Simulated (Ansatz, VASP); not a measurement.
# BN: VASP beside Ansatz

```
B N
1.0
     2.53600    0.00000    0.00000
    -1.26800    2.19624    0.00000
     0.00000    0.00000    4.19900
B N
2 2
Direct
  0.66667 0.33333 0.00000
  0.33333 0.66667 0.50000
  0.66667 0.33333 0.37500
  0.33333 0.66667 0.87500
```

Alike in both runs: task relaxation of cell and atoms; functional RPBE; k mesh 12 × 12 × 6; no spin polarisation.

```csv
,VASP,Ansatz
version,VASP 6.6.1,Ansatz 0.2.0
potentials or method,"VASP PAW PBE potentials, release 64 (B, N), cutoff 600 eV","plane waves, PAW"
occupations,"gaussian, width 0.01 eV",fixed
valence electrons in the cell,16,16
```

```tsv
	VASP	Ansatz	Ansatz less VASP
relaxed volume (Å³/atom)	6.06	6.06	+0.003
relaxed cell length with the largest relative difference (Å)	2.568	2.568	+0.0005
```

VASP's potentials were made for PBE, not for RPBE.
